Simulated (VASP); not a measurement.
A run of VASP 6.6.1:

POSCAR

```
SrO
1.0
    0.0000000000      2.5055550000      2.4413100000
    2.5055550000      0.0000000000      2.4413100000
    2.5055550000      2.5055550000      0.0000000000
Sr O
1 1
Direct
    0.0000000000      0.0000000000      0.0000000000
    0.5000000000      0.5000000000      0.5000000000
```

INCAR.step1

```
SYSTEM = SrO
PREC = Accurate
ENCUT = 520
ISMEAR = 0
SIGMA = 0.05
LREAL = .FALSE.
LASPH = .TRUE.
NELM = 80
NBANDS = 15
GGA = PE
ALGO = Normal
EDIFF = 1E-4
LWAVE = .TRUE.
LCHARG = .FALSE.
```

File INCAR.step2:

```
SYSTEM = SrO
PREC = Accurate
ENCUT = 520
EDIFF = 1E-7
ISMEAR = 0
SIGMA = 0.05
LREAL = .FALSE.
LASPH = .TRUE.
NELM = 80
ALGO = Normal
ISIF = 2
LWAVE = .FALSE.
LCHARG = .FALSE.
METAGGA = R2SCAN
LMIXTAU = .TRUE.
NBANDS = 15
ISTART = 1
```

The input KPOINTS:

```
regular mesh
0
G
  8 8 8
  0 0 0
```

Potentials or basis: VASP PAW PBE potentials, release 64 (Sr_sv, O).

The run is started by

```bash
$ cat potpaw_PBE.64/Sr_sv/POTCAR potpaw_PBE.64/O/POTCAR > POTCAR
$ cp INCAR.step1 INCAR
$ mpirun -np 1 vasp_std > vasp.out
$ cp INCAR.step2 INCAR
$ mpirun -np 1 vasp_std > vasp.out
```

Hardware: 1 thread of AMD EPYC 7R13 (shared host).

Q: How long does it take, and how much memory?

A: Wall time 6 min on 1 thread of AMD EPYC 7R13, with other jobs on the host, peak memory 0.16 GiB. Counts: k points 59.
